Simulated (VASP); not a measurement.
# Sn3O8 (a cell with a defect) in VASP: single point with PBE

Aim: the single point of Sn3O8 (a cell with a defect) with PBE.

All numbers are computed with VASP 6.6.1; they aren't measurements. Logs are shortened: lines on timing, memory, paths and dates and some standing lists are left out, and cuts for length are marked.

## 1. The cell of the first run

The cell holds a defect, 11 atoms: a = 4.708 Å, b = 4.708 Å, c = 6.333 Å, α = 90.00°, β = 90.00°, γ = 90.00°.

## 2. Single point, PBE

Input file INCAR:

```
SYSTEM = Sn3O8
ALGO = Normal
EDIFF = 1E-7
ENCUT = 520
GGA = PE
ISIF = 2
ISMEAR = -1
LASPH = .TRUE.
LCHARG = .FALSE.
LREAL = .FALSE.
LWAVE = .FALSE.
NBANDS = 56
NELM = 60
PREC = Accurate
SIGMA = 0.05
```

Input file KPOINTS:

```
k-points
0
G
  3 3 2
  0 0 0
```

Input file POSCAR:

```
Sn3O8
1.0
    4.7083472500      0.0000000000      0.0000000000
    0.0000000000      4.7083472500      0.0000000000
    0.0000000000      0.0000000000      6.3331146200
Sn O
3 8
Direct
    0.0021011619      0.0001197873     -0.0062916910
   -0.0008077144     -0.0031796720      0.5055510901
    0.5005807505      0.4984897832      0.2496850436
    0.3064228111      0.3039266061      0.0002793254
    0.1943996378      0.8039305087      0.2496119358
    0.6975194958      0.6961599954      0.0025568778
    0.8065620054      0.1928290230      0.2496602533
    0.3036555980      0.3008652346      0.4968381577
    0.2037160704      0.7952607998      0.7497211538
    0.6947013095      0.6931778449      0.4990798666
    0.7977555181      0.2017688903      0.7495299367
```

Potentials or basis: VASP PAW PBE potentials, release 64 (Sn_d, O).

Started as:

```sh
cat potpaw_PBE.64/Sn_d/POTCAR potpaw_PBE.64/O/POTCAR > POTCAR
mpirun -np 1 vasp_std > vasp.out
```

OUTCAR:

```text
SYSTEM = Sn3O8
   EDIFF = 1E-7
   ENCUT = 520
   GGA = PE
   ISIF = 2
   ISMEAR = -1
   LASPH = .TRUE.
   LREAL = .FALSE.
   NELM = 60
   PREC = Accurate

 ion  position               nearest neighbor table
   1  0.002  0.000  0.994-   4 2.03   6 2.03  11 2.05   9 2.05   7 2.07   5 2.07   2 3.09   2 3.24
                             3 3.69   3 3.70   3 3.70   3 3.71
   2  0.999  0.997  0.506-  10 2.03   8 2.03  11 2.05   9 2.05   5 2.07   7 2.07   1 3.09   1 3.24
                             3 3.69   3 3.70   3 3.70   3 3.71
   3  0.501  0.498  0.250-   5 2.04   7 2.04   4 2.04  10 2.04   8 2.04   6 2.04   2 3.69   1 3.69
                             2 3.70   1 3.70   1 3.70   2 3.70   2 3.71   1 3.71
   4  0.306  0.304  0.000-   1 2.03   3 2.04
   5  0.194  0.804  0.250-   3 2.04   2 2.07   1 2.07
   6  0.698  0.696  0.003-   1 2.03   3 2.04
   7  0.807  0.193  0.250-   3 2.04   1 2.07   2 2.07
   8  0.304  0.301  0.497-   2 2.03   3 2.04
   9  0.204  0.795  0.750-   1 2.05   2 2.05
  10  0.695  0.693  0.499-   2 2.03   3 2.04
  11  0.798  0.202  0.750-   2 2.05   1 2.05

  LATTYP: Found a simple tetragonal cell.
 ALAT       =     4.7083472500
 C/A-ratio  =     1.3450823152

  Lattice vectors:

 A1 = (   4.7083472500,   0.0000000000,   0.0000000000)
 A2 = (   0.0000000000,   4.7083472500,   0.0000000000)
 A3 = (   0.0000000000,   0.0000000000,   6.3331146200)

Analysis of symmetry for initial positions (statically):
=====================================================================
 Subroutine PRICEL returns:
 Original cell was already a primitive cell.

 Routine SETGRP: Setting up the symmetry group for a
 simple tetragonal supercell.

 Subroutine GETGRP returns: Found  1 space group operations
 (whereof  1 operations were pure point group operations)
 out of a pool of 16 trial point group operations.

The static configuration has the point symmetry C_1 .

Analysis of symmetry for dynamics (positions and initial velocities):
=====================================================================
 Subroutine PRICEL returns:
 Original cell was already a primitive cell.

 Routine SETGRP: Setting up the symmetry group for a
 simple tetragonal supercell.

 Subroutine GETGRP returns: Found  1 space group operations
 (whereof  1 operations were pure point group operations)
 out of a pool of 16 trial point group operations.

The dynamic configuration has the point symmetry C_1 .

 Subroutine INISYM returns: Found  1 space group operations
 (whereof  1 operations are pure point group operations),
 and found     1 'primitive' translations

----------------------------------------------------------------------------------------

                                     Primitive cell

  volume of cell :     140.3959

  direct lattice vectors                    reciprocal lattice vectors
     4.708347250  0.000000000  0.000000000     0.212388753  0.000000000  0.000000000
     0.000000000  4.708347250  0.000000000     0.000000000  0.212388753  0.000000000
     0.000000000  0.000000000  6.333114620     0.000000000  0.000000000  0.157900190

  length of vectors
     4.708347250  4.708347250  6.333114620     0.212388753  0.212388753  0.157900190

  position of ions in fractional coordinates (direct lattice)
     0.002101162  0.000119787  0.993708309
     0.999192286  0.996820328  0.505551090
     0.500580750  0.498489783  0.249685044
     0.306422811  0.303926606  0.000279325
     0.194399638  0.803930509  0.249611936
     0.697519496  0.696159995  0.002556878
     0.806562005  0.192829023  0.249660253
     0.303655598  0.300865235  0.496838158
     0.203716070  0.795260800  0.749721154
     0.694701309  0.693177845  0.499079867
     0.797755518  0.201768890  0.749529937

  ion indices of the primitive-cell ions
   primitive index   ion index
                 1           1
                 2           2
                 3           3
                 4           4
                 5           5
                 6           6
                 7           7
                 8           8
                 9           9
                10          10
                11          11

----------------------------------------------------------------------------------------

 KPOINTS: k-points

Automatic generation of k-mesh.
 Grid dimensions read from file:
 generate k-points for:    3    3    2

 Generating k-lattice:

  Cartesian coordinates                     Fractional coordinates (reciprocal lattice)
     0.070796251  0.000000000  0.000000000     0.333333333  0.000000000  0.000000000
     0.000000000  0.070796251  0.000000000     0.000000000  0.333333333  0.000000000
     0.000000000  0.000000000  0.078950095     0.000000000  0.000000000  0.500000000

  Length of vectors
     0.070796251  0.070796251  0.078950095

  Shift w.r.t. Gamma in fractional coordinates (k-lattice)
     0.000000000  0.000000000  0.000000000

 Subroutine IBZKPT returns following result:
 ===========================================

 Found     10 irreducible k-points:

 Following reciprocal coordinates:
            Coordinates               Weight
  0.000000  0.000000  0.000000      1.000000
  0.333333  0.000000  0.000000      2.000000
  0.000000  0.333333  0.000000      2.000000
  0.333333  0.333333  0.000000      2.000000
 -0.333333  0.333333  0.000000      2.000000
  0.000000  0.000000  0.500000      1.000000
  0.333333  0.000000  0.500000      2.000000
  0.000000  0.333333  0.500000      2.000000
  0.333333  0.333333  0.500000      2.000000
 -0.333333  0.333333  0.500000      2.000000
   k-points           NKPTS =     10   k-points in BZ     NKDIM =     10   number of bands    NBANDS=     56
   number of dos      NEDOS =    301   number of ions     NIONS =     11
   total plane-waves  NPLWV =  62208
   dimension x,y,z NGX =    36 NGY =   36 NGZ =   48
   dimension x,y,z NGXF=    72 NGYF=   72 NGZF=   96
   ions per type =               3   8
   NGX,Y,Z   is equivalent  to a cutoff of  12.71, 12.71, 12.60 a.u.
   NGXF,Y,Z  is equivalent  to a cutoff of  25.42, 25.42, 25.20 a.u.
 SYSTEM =  Sn3O8
   PREC   = accura    normal or accurate (medium, high low for compatibility)
   ISTART =      0    job   : 0-new  1-cont  2-samecut
   ICHARG =      2    charge: 1-file 2-atom 10-const
   ISPIN  =      1    spin polarized calculation?
   LNONCOLLINEAR =      F non collinear calculations
   LSORBIT =      F    spin-orbit coupling
   LASPH  =      T    aspherical Exc in radial PAW
   ENCUT  =  520.0 eV  38.22 Ry    6.18 a.u.   8.75  8.75 11.78*2*pi/ulx,y,z
   NELM   =     60;   NELMIN=  2; NELMDL= -5     # of ELM steps
   EDIFF  = 0.1E-06   stopping-criterion for ELM
   LREAL  =      F    real-space projection
   EDIFFG = 0.1E-05   stopping-criterion for IOM
   NSW    =      0    number of steps for IOM
   IBRION =     -1    ionic relax: 0-MD 1-quasi-New 2-CG
   NFREE  =      0    steps in history (QN), initial steepest desc. (CG)
   ISIF   =      2    stress and relaxation
   ISYM   =      2    0-nonsym 1-usesym 2-fastsym
   POTIM  = 0.5000    time-step for ionic-motion
   TEBEG  =    0.0;   TEEND  =   0.0 temperature during run
   PSTRESS=    0.0 pullay stress
   NELECT =      90.0000    total number of electrons
   NUPDOWN=      -1.0000    fix difference up-down
   EMIN   =  10.00;   EMAX   =-10.00  energy-range for DOS
   EFERMI =   0.00;   METHOD = LEGACY
   ISMEAR =    -1;   SIGMA  =   0.05  broadening in eV -4-tet -1-fermi 0-gaus
   EFERMI_NEDOS =   21; number of points for ismear=-14 and -15
   IALGO  =     38    algorithm
   IMIX   =      4    mixing-type and parameters
     AMIX     =   0.40;   BMIX     =  1.00
     AMIX_MAG =   1.60;   BMIX_MAG =  1.00
  volume/ion in A,a.u.               =      12.76        86.13
  Fermi-wavevector in a.u.,A,eV,Ry     =   1.411576  2.667492 27.110240  1.992546
  Thomas-Fermi vector in A             =   2.533413
   LORBIT       =      0    0 simple, 1 ext, 2 COOP (PROOUT), +10 PAW based schemes
   GGA     = PE    functional components
   LHFCALC =     F    Hartree Fock is set to
   AEXX    =    0.0000 exact exchange contribution
   IVDW    =     0    specifies the selected vdW correction
   LEPSILON=     F    determine dielectric tensor
   LRPA    =     F    only Hartree local field effects (RPA)
 non-spin polarized calculation
  energy-cutoff  :      520.00
  volume of cell :      140.40
 maximum number of plane-waves:      3824
   NGX = 17   NGY = 17   NGZ = 23

 number of electron      89.9999976 magnetization

 Free energy of the ion-electron system (eV)
  ---------------------------------------------------
  ext. energy  EPLUGINS =         0.00000000
  ---------------------------------------------------
  free energy    TOTEN  =       -58.19581424 eV

  energy without entropy =      -58.03607602  energy(sigma->0) =      -58.11594513

 E-fermi :   3.2258     XC(G=0): -10.5488

 val. band max:        3.2227306634   @ k =   0.3333   0.0000   0.5000
 cond. band min:       3.2577050286   @ k =   0.3333   0.3333   0.0000
 fundamental gap:      0.0349743652
 Fermi energy:         3.2257598533

 k-point     1 :       0.0000    0.0000    0.0000
  band No.  band energies     occupation
      1     -17.2214      2.00000
      2     -17.1274      2.00000
      3     -16.6262      2.00000
      4     -16.6186      2.00000
      5     -16.4678      2.00000
      6     -16.2829      2.00000
[... 48 lines left out ...]
     55      14.4094      0.00000
     56      14.8462      0.00000

 k-point     2 :       0.3333    0.0000    0.0000
  band No.  band energies     occupation
      1     -17.2665      2.00000
      2     -17.0545      2.00000
      3     -16.8961      2.00000
      4     -16.5193      2.00000
      5     -16.2863      2.00000
      6     -16.2833      2.00000
[... 48 lines left out ...]
     55      14.5835      0.00000
     56      14.9887      0.00000

 k-point     3 :       0.0000    0.3333    0.0000
  band No.  band energies     occupation
      1     -17.2665      2.00000
      2     -17.0544      2.00000
      3     -16.8961      2.00000
      4     -16.5193      2.00000
      5     -16.2863      2.00000
      6     -16.2833      2.00000
[... 48 lines left out ...]
     55      14.5863      0.00000
     56      14.9836      0.00000

 k-point     4 :       0.3333    0.3333    0.0000
  band No.  band energies     occupation
      1     -17.1382      2.00000
      2     -17.1215      2.00000
      3     -16.8990      2.00000
      4     -16.7414      2.00000
      5     -16.2900      2.00000
      6     -16.2751      2.00000
[... 48 lines left out ...]
     55      14.1064      0.00000
     56      14.7500      0.00000

 k-point     5 :      -0.3333    0.3333    0.0000
  band No.  band energies     occupation
      1     -17.2565      2.00000
      2     -17.0651      2.00000
      3     -16.6508      2.00000
      4     -16.6351      2.00000
      5     -16.6278      2.00000
      6     -16.2608      2.00000
[... 48 lines left out ...]
     55      14.7750      0.00000
     56      15.0114      0.00000

 k-point     6 :       0.0000    0.0000    0.5000
  band No.  band energies     occupation
      1     -17.1001      2.00000
      2     -16.8006      2.00000
      3     -16.7768      2.00000
      4     -16.7471      2.00000
      5     -16.6285      2.00000
      6     -16.3288      2.00000
[... 48 lines left out ...]
     55      13.6863      0.00000
     56      14.5397      0.00000

 k-point     7 :       0.3333    0.0000    0.5000
  band No.  band energies     occupation
      1     -17.0674      2.00000
      2     -16.9782      2.00000
      3     -16.7851      2.00000
      4     -16.7801      2.00000
      5     -16.4323      2.00000
      6     -16.3422      2.00000
[... 48 lines left out ...]
     55      13.6575      0.00000
     56      14.2441      0.00000

 k-point     8 :       0.0000    0.3333    0.5000
  band No.  band energies     occupation
      1     -17.0675      2.00000
      2     -16.9782      2.00000
      3     -16.7851      2.00000
      4     -16.7801      2.00000
      5     -16.4324      2.00000
      6     -16.3422      2.00000
[... 48 lines left out ...]
     55      13.6592      0.00000
     56      14.2455      0.00000

 k-point     9 :       0.3333    0.3333    0.5000
  band No.  band energies     occupation
      1     -16.9853      2.00000
      2     -16.9462      2.00000
      3     -16.7833      2.00000
      4     -16.7580      2.00000
      5     -16.6809      2.00000
      6     -16.4404      2.00000
[... 48 lines left out ...]
     55      14.1966      0.00000
     56      14.3799      0.00000

 k-point    10 :      -0.3333    0.3333    0.5000
  band No.  band energies     occupation
      1     -17.0377      2.00000
      2     -16.8357      2.00000
      3     -16.8242      2.00000
      4     -16.7823      2.00000
      5     -16.6375      2.00000
      6     -16.4634      2.00000
[... 48 lines left out ...]
     55      13.8602      0.00000
     56      14.1139      0.00000

------------------------ aborting loop because EDIFF is reached ----------------------------------------

  FORCE on cell =-STRESS in cart. coord.  units (eV):
  Direction    XX          YY          ZZ          XY          YZ          ZX
  --------------------------------------------------------------------------------------
  -------------------------------------------------------------------------------------
  Total        7.8448505      7.8574452      8.3648550      0.6728442      0.0979877      0.0714946
  in kB       89.5243000     89.6680293     95.4585161      7.6784007      1.1182215      0.8158860
  external PRESSURE =      91.5502818 kB  Pullay stress =       0.0000000 kB

 VOLUME and BASIS-vectors are now :
 -----------------------------------------------------------------------------
  energy-cutoff  :      520.00
  volume of cell :      140.40
      direct lattice vectors                 reciprocal lattice vectors
     4.708347250  0.000000000  0.000000000     0.212388753  0.000000000  0.000000000
     0.000000000  4.708347250  0.000000000     0.000000000  0.212388753  0.000000000
     0.000000000  0.000000000  6.333114620     0.000000000  0.000000000  0.157900190

 POSITION                                       TOTAL-FORCE (eV/Angst)
 -----------------------------------------------------------------------------------
      0.00989      0.00056      6.29327         0.000916     -0.001380      0.021046
      4.70454      4.69338      3.20171        -0.002437      0.001330     -0.021253
      2.35691      2.34706      1.58128         0.002205     -0.000169      0.000859
      1.44274      1.43099      0.00177         0.014931      0.014397     -0.028591
      0.91530      3.78518      1.58082         0.005526     -0.004375     -0.001119
      3.28416      3.27776      0.01619        -0.016421     -0.017299     -0.028071
      3.79757      0.90791      1.58113        -0.001567      0.005909      0.001134
      1.42972      1.41658      3.14653         0.016448      0.017434      0.026269
      0.95917      3.74436      4.74807         0.051708     -0.053396      0.000740
      3.27090      3.26372      3.16073        -0.016599     -0.016936      0.028587
      3.75611      0.95000      4.74686        -0.054708      0.054485      0.000398
 -----------------------------------------------------------------------------------
    total drift:                                0.000336     -0.001016     -0.000374

  FREE ENERGIE OF THE ION-ELECTRON SYSTEM (eV)
  ---------------------------------------------------
  free  energy   TOTEN  =       -58.1958142406 eV

  energy  without entropy=      -58.0360760205  energy(sigma->0) =      -58.11594513
```

Wall time 74 s (1 thread of Intel Xeon 6975P-C (Granite Rapids), shared host); peak memory 0.25 GiB.

Results:

```yaml
Free_energy: -58.1958 eV
Pressure: 9.2 GPa
Largest_force: 0.077 eV/Å
Band_gap_on_the_k_mesh: zero (band 45 reaches 3.27 eV, above the bottom of band 46 at 3.16 eV)
```

Forces in eV/Å, atoms in the order of the input:
```
Sn   0.001 -0.001  0.021
Sn  -0.002  0.001 -0.021
Sn   0.002  0.000  0.001
O    0.015  0.014 -0.029
O    0.006 -0.004 -0.001
O   -0.016 -0.017 -0.028
O   -0.002  0.006  0.001
O    0.016  0.017  0.026
O    0.052 -0.053  0.001
O   -0.017 -0.017  0.029
O   -0.055  0.054  0.000
```

Stress tensor (GPa, compression positive):
```
8.95 0.77 0.08
0.77 8.97 0.11
0.08 0.11 9.55
```

Levels at points of the mesh, in eV from the Fermi level:
| k point | band 43 | band 44 | band 45 | band 46 | band 47 | band 48 |
| --- | --- | --- | --- | --- | --- | --- |
| (0.00, 0.00, 0.00) | -0.40 | -0.07 | -0.02 | 0.13 | 0.47 | 3.11 |
| (0.00, 0.00, 0.50) | -0.27 | -0.09 | -0.03 | 0.06 | 0.20 | 4.55 |

Caveat: the k points lie up to 0.50 Å⁻¹ apart; spin-orbit coupling is left out, which moves the levels of the heavy elements.
